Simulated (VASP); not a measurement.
Input of a VASP 6.6.1 run:

Contents of INCAR:

```
  PREC = Accurate
  ENCUT = 600
  EDIFF = 1E-6
  ISMEAR = 0
  SIGMA = 0.1
  LREAL = False
  LASPH = True
  NELM = 100
  ALGO = Normal
  ISIF = 3
  LWAVE = False
  LCHARG = False
  GGA = PE
  IBRION = 2
  NSW = 100
  EDIFFG = -0.01
```

File KPOINTS:

```
Automatic mesh
0
Gamma
  8 8 8
```

Contents of POSCAR:

```
Hf3BeCl3
1.0
    5.1072088816      0.0000000000      0.0000000000
    0.0000000000      5.1072088816      0.0000000000
    0.0000000000      0.0000000000      5.1072088816
Hf Be Cl
3 1 3
Direct
    0.5000000000      0.5000000000      0.0000000000
    0.0000000000      0.5000000000      0.5000000000
    0.5000000000      0.0000000000      0.5000000000
    0.5000000000      0.5000000000      0.5000000000
    0.5000000000      0.0000000000      0.0000000000
    0.0000000000      0.5000000000      0.0000000000
    0.0000000000      0.0000000000      0.5000000000
```

Potentials or basis: VASP PAW PBE potentials, release 64 (Hf_pv, Be, Cl).

Launch:

```bash
$ cat potpaw_PBE.64/Hf_pv/POTCAR potpaw_PBE.64/Be/POTCAR potpaw_PBE.64/Cl/POTCAR > POTCAR
$ mpirun -np 1 vasp_std > vasp.out
```

(1) Estimate the space group after relaxing (to 0.1 Å).

(2) What does it give for the band gap on the k mesh?

(3) Estimate the relaxed volume.

(4) Estimate the relaxed cell.

Results:

(1) Pm-3m (No. 221).

(2) zero (an odd number of electrons rules out a gap without spin polarisation).

(3) 18.91 Å³/atom.

(4) a = 5.096 Å, b = 5.096 Å, c = 5.096 Å, α = 90.00°, β = 90.00°, γ = 90.00°.

Caveat: spin-orbit coupling is left out, which moves the levels of the heavy elements; an odd number of electrons without spin polarisation forces a metal; a magnetic or distorted state may lie lower.
